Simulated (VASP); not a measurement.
System: Sb, a slab with vacuum.

```xyz
2
Lattice="4.1052 0.0000 0.0000 -2.0526 3.5552 0.0000 0.0000 0.0000 26.8552" Properties=species:S:1:pos:R:3 pbc="T T T"
Sb    0.0000    2.3701    8.4589
Sb    2.0526    1.1851   10.0688
```

Base run:

- Program: VASP 6.6.1
- Functional: r2SCAN
- Potentials or basis: VASP PAW PBE potentials, release 64 (Sb)
- Cutoff: 520 eV
- k mesh: 12 × 12 × 1
- Occupations: gaussian, width 0.01 eV
- Spin: no spin polarisation

Its results: band gap on the k mesh 1.62 eV (least direct gap 2.00 eV); largest force 0.122 eV/Å.

Problem. The run is repeated on the same cell with these changes: functional from r2SCAN to PBE; occupations from gaussian, width 0.01 eV to fermi-dirac, width 0.02 eV. What comes out?

Solution. Band gap on the k mesh 1.36 eV (least direct gap 1.60 eV); largest force 0.368 eV/Å.

Caveats: spin-orbit coupling is left out, which moves the levels of the heavy elements; the PAW data sets were made with another functional, which shifts forces and pressure a little (at least some runs).

A k mesh can miss the band edges.
